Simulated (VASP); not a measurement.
# BP4 (P-3m1) in VASP: notebook

BP4 is run at these levels: PBE; tasks: single point.

Program: VASP 6.6.1. These are calculated values, not measurements. Logs are shortened: lines on timing, memory, paths and dates and some standing lists are left out, and cuts for length are marked.

**1. The cell of the first run**

Symmetry: P-3m1, No. 164, trigonal system. Conventional cell: a = 3.193 Å, b = 3.193 Å, c = 7.908 Å, α = 90.00°, β = 90.00°, γ = 120.00°. B (site symmetry -3m) has 6 P at 2.15 Å within 2.8 Å. Within 2.9 Å of P (site symmetry 3m) lie 3 B at 2.15 Å and 6 P at 2.86 to 2.88 Å. P (site symmetry 3m) has 6 P at 2.27 to 2.86 Å within 3.0 Å.

The cell was built from a structure type or drawn by symmetry, and may not be a known phase.

**2. Single point, PBE**

Contents of INCAR:

```
PREC = Accurate
ENCUT = 520
EDIFF = 1E-6
ISMEAR = 0
SIGMA = 0.1
LREAL = F
LASPH = T
NELM = 60
ALGO = Normal
ISIF = 2
LWAVE = F
LCHARG = F
GGA = PE
NBANDS = 20
```

Contents of KPOINTS:

```
Automatic mesh
0
Gamma
  6 6 2
```

Contents of POSCAR:

```
BP4
1.0
    3.1930202828      0.0000000030      0.0000000000
   -1.5965101440      2.7652366782      0.0000000000
    0.0000000000      0.0000000000      7.9082494997
B P
1 4
Direct
    0.0000000000      0.0000000000      0.0000000000
    0.3333333333      0.6666666667      0.8601254382
    0.3333333333      0.6666666667      0.4158571638
    0.6666666667      0.3333333333      0.1398745618
    0.6666666667      0.3333333333      0.5841428362
```

Potentials or basis: VASP PAW PBE potentials, release 64 (B, P).

On the command line:

```bash
$ cat potpaw_PBE.64/B/POTCAR potpaw_PBE.64/P/POTCAR > POTCAR
$ mpirun -np 1 vasp_std > vasp.out
```

OUTCAR:

```text
PREC = Accurate
   ENCUT = 520
   EDIFF = 1E-6
   ISMEAR = 0
   LREAL = F
   LASPH = T
   NELM = 60
   ISIF = 2
   GGA = PE

 ion  position               nearest neighbor table
   1  0.000  0.000  0.000-   2 2.15   4 2.15   2 2.15   4 2.15   4 2.15   2 2.15
   2  0.333  0.667  0.860-   1 2.15   1 2.15   1 2.15   5 2.86   5 2.86   5 2.86   4 2.88   4 2.88
                             4 2.88
   3  0.333  0.667  0.416-   5 2.27   5 2.27   5 2.27   4 2.86   4 2.86   4 2.86
   4  0.667  0.333  0.140-   1 2.15   1 2.15   1 2.15   3 2.86   3 2.86   3 2.86   2 2.88   2 2.88
                             2 2.88
   5  0.667  0.333  0.584-   3 2.27   3 2.27   3 2.27   2 2.86   2 2.86   2 2.86

  LATTYP: Found a hexagonal cell.
 ALAT       =     3.1930202828
 C/A-ratio  =     2.4767301173

  Lattice vectors:

 A1 = (   3.1930202828,   0.0000000030,   0.0000000000)
 A2 = (  -1.5965101440,   2.7652366782,   0.0000000000)
 A3 = (   0.0000000000,   0.0000000000,   7.9082494997)

Analysis of symmetry for initial positions (statically):
=====================================================================
 Subroutine PRICEL returns:
 Original cell was already a primitive cell.

 Routine SETGRP: Setting up the symmetry group for a
 hexagonal supercell.

 Subroutine GETGRP returns: Found 12 space group operations
 (whereof 12 operations were pure point group operations)
 out of a pool of 24 trial point group operations.

The static configuration has the point symmetry D_3d.

Analysis of symmetry for dynamics (positions and initial velocities):
=====================================================================
 Subroutine PRICEL returns:
 Original cell was already a primitive cell.

 Routine SETGRP: Setting up the symmetry group for a
 hexagonal supercell.

 Subroutine GETGRP returns: Found 12 space group operations
 (whereof 12 operations were pure point group operations)
 out of a pool of 24 trial point group operations.

The dynamic configuration has the point symmetry D_3d.

 Subroutine INISYM returns: Found 12 space group operations
 (whereof 12 operations are pure point group operations),
 and found     1 'primitive' translations

----------------------------------------------------------------------------------------

                                     Primitive cell

  volume of cell :      69.8255

  direct lattice vectors                    reciprocal lattice vectors
     3.193020283  0.000000003  0.000000000     0.313183103  0.180816349  0.000000000
    -1.596510144  2.765236678  0.000000000    -0.000000000  0.361632698  0.000000000
     0.000000000  0.000000000  7.908249500     0.000000000  0.000000000  0.126450234

  length of vectors
     3.193020283  3.193020283  7.908249500     0.361632698  0.361632698  0.126450234

  position of ions in fractional coordinates (direct lattice)
     0.000000000  0.000000000  0.000000000
     0.333333333  0.666666667  0.860125438
     0.333333333  0.666666667  0.415857164
     0.666666667  0.333333333  0.139874562
     0.666666667  0.333333333  0.584142836

  ion indices of the primitive-cell ions
   primitive index   ion index
                 1           1
                 2           2
                 3           3
                 4           4
                 5           5

----------------------------------------------------------------------------------------

 KPOINTS: Automatic mesh

Automatic generation of k-mesh.
 Grid dimensions read from file:
 generate k-points for:    6    6    2

 Generating k-lattice:

  Cartesian coordinates                     Fractional coordinates (reciprocal lattice)
     0.052197184  0.030136058  0.000000000     0.166666667  0.000000000  0.000000000
    -0.000000000  0.060272116  0.000000000     0.000000000  0.166666667  0.000000000
     0.000000000  0.000000000  0.063225117     0.000000000  0.000000000  0.500000000

  Length of vectors
     0.060272116  0.060272116  0.063225117

  Shift w.r.t. Gamma in fractional coordinates (k-lattice)
     0.000000000  0.000000000  0.000000000

 Subroutine IBZKPT returns following result:
 ===========================================

 Found     14 irreducible k-points:

 Following reciprocal coordinates:
            Coordinates               Weight
  0.000000  0.000000  0.000000      1.000000
  0.166667  0.000000  0.000000      6.000000
  0.333333  0.000000  0.000000      6.000000
  0.500000  0.000000  0.000000      3.000000
  0.166667  0.166667  0.000000      6.000000
  0.333333  0.166667  0.000000     12.000000
  0.333333  0.333333  0.000000      2.000000
  0.000000  0.000000  0.500000      1.000000
  0.166667  0.000000  0.500000      6.000000
  0.333333  0.000000  0.500000      6.000000
  0.500000  0.000000  0.500000      3.000000
  0.166667  0.166667  0.500000      6.000000
  0.333333  0.166667  0.500000     12.000000
  0.333333  0.333333  0.500000      2.000000
   k-points           NKPTS =     14   k-points in BZ     NKDIM =     14   number of bands    NBANDS=     20
   number of dos      NEDOS =    301   number of ions     NIONS =      5
   total plane-waves  NPLWV =  34560
   dimension x,y,z NGX =    24 NGY =   24 NGZ =   60
   dimension x,y,z NGXF=    48 NGYF=   48 NGZF=  120
   ions per type =               1   4
   NGX,Y,Z   is equivalent  to a cutoff of  12.50, 12.50, 12.61 a.u.
   NGXF,Y,Z  is equivalent  to a cutoff of  24.99, 24.99, 25.23 a.u.
 SYSTEM =  unknown system
   PREC   = accura    normal or accurate (medium, high low for compatibility)
   ISTART =      0    job   : 0-new  1-cont  2-samecut
   ICHARG =      2    charge: 1-file 2-atom 10-const
   ISPIN  =      1    spin polarized calculation?
   LNONCOLLINEAR =      F non collinear calculations
   LSORBIT =      F    spin-orbit coupling
   LASPH  =      T    aspherical Exc in radial PAW
   ENCUT  =  520.0 eV  38.22 Ry    6.18 a.u.   5.94  5.94 14.70*2*pi/ulx,y,z
   NELM   =     60;   NELMIN=  2; NELMDL= -5     # of ELM steps
   EDIFF  = 0.1E-05   stopping-criterion for ELM
   LREAL  =      F    real-space projection
   EDIFFG = 0.1E-04   stopping-criterion for IOM
   NSW    =      0    number of steps for IOM
   IBRION =     -1    ionic relax: 0-MD 1-quasi-New 2-CG
   NFREE  =      0    steps in history (QN), initial steepest desc. (CG)
   ISIF   =      2    stress and relaxation
   ISYM   =      2    0-nonsym 1-usesym 2-fastsym
   POTIM  = 0.5000    time-step for ionic-motion
   TEBEG  =    0.0;   TEEND  =   0.0 temperature during run
   PSTRESS=    0.0 pullay stress
   NELECT =      23.0000    total number of electrons
   NUPDOWN=      -1.0000    fix difference up-down
   EMIN   =  10.00;   EMAX   =-10.00  energy-range for DOS
   EFERMI =   0.00;   METHOD = LEGACY
   ISMEAR =     0;   SIGMA  =   0.10  broadening in eV -4-tet -1-fermi 0-gaus
   EFERMI_NEDOS =   21; number of points for ismear=-14 and -15
   IALGO  =     38    algorithm
   IMIX   =      4    mixing-type and parameters
     AMIX     =   0.40;   BMIX     =  1.00
     AMIX_MAG =   1.60;   BMIX_MAG =  1.00
  volume/ion in A,a.u.               =      13.97        94.24
  Fermi-wavevector in a.u.,A,eV,Ry     =   1.130610  2.136542 17.392028  1.278278
  Thomas-Fermi vector in A             =   2.267306
   LORBIT       =      0    0 simple, 1 ext, 2 COOP (PROOUT), +10 PAW based schemes
   GGA     = PE    functional components
   LHFCALC =     F    Hartree Fock is set to
   AEXX    =    0.0000 exact exchange contribution
   IVDW    =     0    specifies the selected vdW correction
   LEPSILON=     F    determine dielectric tensor
   LRPA    =     F    only Hartree local field effects (RPA)
 non-spin polarized calculation
 Gauss-broadening in eV      SIGMA  =   0.10
  energy-cutoff  :      520.00
  volume of cell :       69.83
 maximum number of plane-waves:      1902
 NGX is ok and might be reduce to    24
   NGX = 11   NGY = 11   NGZ = 29

 number of electron      23.0000003 magnetization

 Free energy of the ion-electron system (eV)
  ---------------------------------------------------
  ext. energy  EPLUGINS =         0.00000000
  ---------------------------------------------------
  free energy    TOTEN  =       -26.10807163 eV

  energy without entropy =      -26.10131985  energy(sigma->0) =      -26.10469574

 E-fermi :   8.7290     XC(G=0): -11.0652

 val. band max:        8.5141728716   @ k =   0.3333   0.1667   0.0000
 cond. band min:       8.7447393306   @ k =   0.1667   0.1667   0.5000
 fundamental gap:      0.2305664590
 Fermi energy:         8.7290149577

 k-point     1 :       0.0000    0.0000    0.0000
  band No.  band energies     occupation
      1      -7.6269      2.00000
      2      -6.4590      2.00000
      3      -3.8530      2.00000
      4       1.0555      2.00000
      5       2.3116      2.00000
      6       7.5752      2.00000
[... 12 lines left out ...]
     19      13.2667      0.00000
     20      13.7962      0.00000

 k-point     2 :       0.1667    0.0000    0.0000
  band No.  band energies     occupation
      1      -7.1481      2.00000
      2      -5.9932      2.00000
      3      -3.3964      2.00000
      4       1.2967      2.00000
      5       2.7317      2.00000
      6       4.6656      2.00000
[... 12 lines left out ...]
     19      14.5061      0.00000
     20      15.2181      0.00000

 k-point     3 :       0.3333    0.0000    0.0000
  band No.  band energies     occupation
      1      -5.7515      2.00000
      2      -4.6361      2.00000
      3      -2.1766      2.00000
      4      -0.0194      2.00000
      5       1.5508      2.00000
      6       3.3586      2.00000
[... 12 lines left out ...]
     19      14.7165      0.00000
     20      15.5828      0.00000

 k-point     4 :       0.5000    0.0000    0.0000
  band No.  band energies     occupation
      1      -4.1192      2.00000
      2      -2.9698      2.00000
      3      -2.6010      2.00000
      4      -1.6997      2.00000
      5       0.4289      2.00000
      6       1.7115      2.00000
[... 199 lines left out ...]
 k-point    13 :       0.3333    0.1667    0.5000
  band No.  band energies     occupation
      1      -4.2069      2.00000
      2      -3.8275      2.00000
      3      -1.4134      2.00000
      4      -1.1177      2.00000
      5       0.9055      2.00000
      6       2.1445      2.00000
[... 12 lines left out ...]
     19      15.2216      0.00000
     20      15.7634      0.00000

 k-point    14 :       0.3333    0.3333    0.5000
  band No.  band energies     occupation
      1      -2.5150      2.00000
      2      -2.5150      2.00000
      3      -2.0411      2.00000
      4      -2.0411      2.00000
      5      -0.3190      2.00000
      6       1.5838      2.00000
[... 12 lines left out ...]
     19      16.4053      0.00000
     20      16.4053      0.00000

------------------------ aborting loop because EDIFF is reached ----------------------------------------

  FORCE on cell =-STRESS in cart. coord.  units (eV):
  Direction    XX          YY          ZZ          XY          YZ          ZX
  --------------------------------------------------------------------------------------
  -------------------------------------------------------------------------------------
  Total       -0.0312897     -0.0312897     -0.0051465      0.0000000      0.0000000      0.0000000
  in kB       -0.7179549     -0.7179549     -0.1180880      0.0000000      0.0000000      0.0000000
  external PRESSURE =      -0.5179993 kB  Pullay stress =       0.0000000 kB

 VOLUME and BASIS-vectors are now :
 -----------------------------------------------------------------------------
  energy-cutoff  :      520.00
  volume of cell :       69.83
      direct lattice vectors                 reciprocal lattice vectors
     3.193020283  0.000000003  0.000000000     0.313183103  0.180816349  0.000000000
    -1.596510144  2.765236678  0.000000000    -0.000000000  0.361632698  0.000000000
     0.000000000  0.000000000  7.908249500     0.000000000  0.000000000  0.126450234

 POSITION                                       TOTAL-FORCE (eV/Angst)
 -----------------------------------------------------------------------------------
      0.00000      0.00000      0.00000         0.000000      0.000000      0.000000
     -0.00000      1.84349      6.80209         0.000000      0.000000      0.022199
     -0.00000      1.84349      3.28870         0.000000     -0.000000      0.059307
      1.59651      0.92175      1.10616        -0.000000     -0.000000     -0.022199
      1.59651      0.92175      4.61955        -0.000000      0.000000     -0.059307
 -----------------------------------------------------------------------------------
    total drift:                               -0.000000     -0.000000      0.000000

  FREE ENERGIE OF THE ION-ELECTRON SYSTEM (eV)
  ---------------------------------------------------
  free  energy   TOTEN  =       -26.1080716267 eV

  energy  without entropy=      -26.1013198507  energy(sigma->0) =      -26.10469574
```

It took 14 s on 1 thread of Intel Xeon Platinum 8488C (Sapphire Rapids), shared host; peak memory 0.17 GiB.

Results:

| Item | Value |
| --- | --- |
| Free energy | -26.1081 eV |
| Pressure | -0.1 GPa |
| Largest force | 0.059 eV/Å |
| Band gap on the k mesh | zero (an odd number of electrons rules out a gap without spin polarisation) |

Forces on the atoms (eV/Å):
```
B    0.000  0.000  0.000
P    0.000  0.000  0.022
P    0.000  0.000  0.059
P    0.000  0.000 -0.022
P    0.000  0.000 -0.059
```

Caveat: the k points lie up to 0.40 Å⁻¹ apart, too coarse for converged energies and pressures of a metal.

**3. Single point, PBE**

This run uses another cell than the first one, of 15.73 Å³/atom.

Contents of INCAR:

```
SYSTEM = BP4
ALGO = Normal ; EDIFF = 1E-6
ENCUT = 520 ; GGA = PE
ISIF = 2 ; ISMEAR = 0
LASPH = .TRUE. ; LCHARG = .TRUE.
LELF = .TRUE. ; LREAL = .FALSE.
LVHAR = .TRUE. ; LWAVE = .FALSE.
NBANDS = 20 ; NELM = 60
PREC = Accurate ; SIGMA = 0.1
```

Contents of KPOINTS:

```
k-points
0
G
  6 6 2
  0 0 0
```

Contents of POSCAR:

```
BP4
1.0
    3.0455197900      0.0000000000      0.0000000000
   -1.5227599000      2.6374975100      0.0000000000
    0.0000000000      0.0000000000      9.7928122000
B P
1 4
Direct
    0.0000000000      0.0000000000      0.0000000000
    0.3333333300      0.6666666700      0.8658552800
    0.3333333300      0.6666666700      0.3767953500
    0.6666666700      0.3333333300      0.1341447200
    0.6666666700      0.3333333300      0.6232046500
```

Potentials or basis: VASP PAW PBE potentials, release 64 (B, P).

On the command line:

```bash
$ cat potpaw_PBE.64/B/POTCAR potpaw_PBE.64/P/POTCAR > POTCAR
$ mpirun -np 1 vasp_std > vasp.out
```

Wall time 26 s (1 thread of Intel Xeon Platinum 8488C (Sapphire Rapids), shared host); peak memory 0.19 GiB.

Results (log left out):

```yaml
Free_energy: -24.1252 eV
Pressure: -13.8 GPa
Largest_force: 1.269 eV/Å
Band_gap_on_the_k_mesh: zero (an odd number of electrons rules out a gap without spin polarisation)
```

Forces on the atoms (eV/Å):
```
B    0.000  0.000  0.000
P    0.000  0.000  1.269
P    0.000  0.000  0.168
P    0.000  0.000 -1.269
P    0.000  0.000 -0.168
```

Stress tensor (GPa, compression positive):
```
 -8.87   0.00   0.00
  0.00  -8.87   0.00
  0.00   0.00 -23.54
```

Levels at points of the mesh, in eV from the Fermi level:
```csv
k point,band 9,band 10,band 11,band 12,band 13,band 14
"(0.00, 0.00, 0.00)",0.99,2.52,2.52,3.43,3.43,3.85
"(0.50, 0.00, 0.00)",-3.22,-2.10,-1.28,0.79,0.83,0.97
"(0.00, 0.00, 0.50)",1.36,2.56,2.58,2.58,3.20,3.20
"(0.50, 0.00, 0.50)",-2.10,-1.74,-1.07,0.28,0.33,0.43
```

Caveat: the k points lie up to 0.40 Å⁻¹ apart, too coarse for converged energies and pressures of a metal; forces of over 1 eV/Å act on the atoms, so gaps and moduli don't describe the material at rest.
